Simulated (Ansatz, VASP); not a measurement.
One calculation of TePb, two programs

Contents of POSCAR:

```
TePb
1.0
    0.0000000000      3.1873324849      3.1873324849
    3.1873324849      0.0000000000      3.1873324849
    3.1873324849      3.1873324849      0.0000000000
Pb Te
1 1
Direct
    0.0000000000      0.0000000000      0.0000000000
    0.5000000000      0.5000000000      0.5000000000
```

The input INCAR.step1:

```
SYSTEM = TePb
ALGO = Normal
EDIFF = 1E-4
ENCUT = 520
GGA = PE
ISMEAR = -1
LASPH = .True.
LCHARG = .False.
LREAL = .False.
LWAVE = .True.
NBANDS = 17
NELM = 80
PREC = Accurate
SIGMA = 0.05
```

File INCAR.step2:

```
SYSTEM = TePb
ALGO = Normal
EDIFF = 1E-6
ENCUT = 520
ISIF = 2
ISMEAR = -1
ISTART = 1
IVDW = 13
LASPH = .True.
LCHARG = .False.
LMIXTAU = .True.
LREAL = .False.
LWAVE = .False.
METAGGA = R2SCAN
NBANDS = 17
NELM = 80
PREC = Accurate
SIGMA = 0.05
VDW_A1 = 0.51559235
VDW_A2 = 5.77342911
VDW_S6 = 1.0
VDW_S8 = 0.6018749
```

KPOINTS

```
k-points
0
Gamma
  7 7 7
  0 0 0
```

File input.yaml:

```yaml
crystal:
  lattice:
    - [0.0, 3.1873324849, 3.1873324849]
    - [3.1873324849, 0.0, 3.1873324849]
    - [3.1873324849, 3.1873324849, 0.0]
  atoms:
    - { symbol: Pb, position: [0.0, 0.0, 0.0] }
    - { symbol: Te, position: [0.5, 0.5, 0.5] }
hamiltonian:
  xc: r2scan
  pseudopotentials: { kind: paw }
  dispersion: d4
kpoints:
  mp_grid: { grid: [7, 7, 7] }
scf:
  occupations: { method: fermi_dirac, width: 0.05 }
output:
  forces: true
  stress: true
  eigenvalues: true
  write_density: true
  write_potential: true
  elf: true
  volumetric_format: npy
```

Alike in both runs: task single point; functional r2SCAN; dispersion D4; k mesh 7 × 7 × 7; occupations fermi-dirac, width 0.05 eV; no spin polarisation.

|  | VASP | Ansatz |
| --- | --- | --- |
| version | VASP 6.6.1 | Ansatz 0.2.0 |
| potentials or method | VASP PAW PBE potentials, release 64 (Pb_d, Te) | Ansatz PAW |
| plane-wave cutoff (eV) | 520 | 500 |
| valence electrons in the cell | 20 | 30 |

|  | VASP | Ansatz | Ansatz less VASP |
| --- | --- | --- | --- |
| pressure (GPa) | 3.0 | 3.0 | 0.00 |

VASP's potentials were made for PBE, not for r2SCAN. VASP's potentials hold 20 valence electrons a cell and Ansatz's 30, so a difference there can come from the potentials and not from the codes.

Neither program's run includes spin-orbit coupling.
